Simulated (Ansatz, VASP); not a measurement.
**Two plane-wave programs on AlFe**

Contents of INCAR:

```
PREC     = Accurate       # precision mode
ENCUT    = 520            # plane-wave cutoff, eV
EDIFF    = 1E-7           # SCF threshold, eV
ISMEAR   = -1             # smearing method
SIGMA    = 0.1            # smearing width, eV
LREAL    = False          # projectors in reciprocal space
LASPH    = True           # aspherical terms in the spheres
NELM     = 150            # most SCF steps
ALGO     = Normal         # electronic algorithm
ISIF     = 2              # what is computed and relaxed
LWAVE    = False          # write WAVECAR
LCHARG   = False          # write CHGCAR
ISPIN    = 2              # spin polarisation
MAGMOM   = 0 3            # initial moments
LORBIT   = 11             # projections on sites
LMAXMIX  = 4              # l up to which the mixer works
GGA      = CA             # functional
NBANDS   = 16             # bands
```

The input KPOINTS:

```
regular mesh
0
Gamma
  12 12 12
```

POSCAR

```
AlFe
1.0
    2.9100000000      0.0000000000      0.0000000000
    0.0000000000      2.9100000000      0.0000000000
    0.0000000000      0.0000000000      2.9100000000
Al Fe
1 1
Direct
    0.0000000000      0.0000000000      0.0000000000
    0.5000000000      0.5000000000      0.5000000000
```

Input for Ansatz:

```yaml
crystal:
  lattice:
    - [2.91, 0.0, 0.0]
    - [0.0, 2.91, 0.0]
    - [0.0, 0.0, 2.91]
  atoms:
    - { symbol: Al, position: [0.0, 0.0, 0.0] }
    - { symbol: Fe, position: [0.5, 0.5, 0.5], spin: 3.0 }
magnetization:
  spin_polarized: true
kpoints:
  mp_grid: { grid: [12, 12, 12] }
scf:
  occupations: { method: fermi_dirac, width: 0.1 }
  lower_state_search: "off"
hamiltonian:
  xc: lda
  pseudopotentials: { kind: paw }
output:
  forces: true
  stress: true
  eigenvalues: true
```

Alike in both runs: task single point; functional LDA; k mesh 12 × 12 × 12; occupations fermi-dirac, width 0.1 eV; collinear spin.

```csv
,VASP,Ansatz
version,VASP 6.6.1,Ansatz 0.2.0
potentials or method,"VASP PAW LDA potentials, release 64 (Al, Fe)","PAW with Ansatz's default frozen-core files, scalar-relativistic"
plane-wave cutoff (eV),520,420
valence electrons in the cell,11,19
```

|  | VASP | Ansatz | Ansatz less VASP |
| --- | --- | --- | --- |
| pressure (GPa) | -15.9 | -16.1 | -0.18 |
| net moment per atom (μB) | 0.32 | 0.34 | +0.022 |
| size of the moment on the site where the two differ most (μB) | 0.67 | 0.71 | +0.046 |

LDA's correlation is that of Perdew and Zunger in VASP and of Perdew and Wang (1992) in Ansatz. Site moments also hang on the region over which each program counts them. VASP's potentials hold 11 valence electrons a cell and Ansatz's 19, so a difference there can come from the potentials and not from the codes.
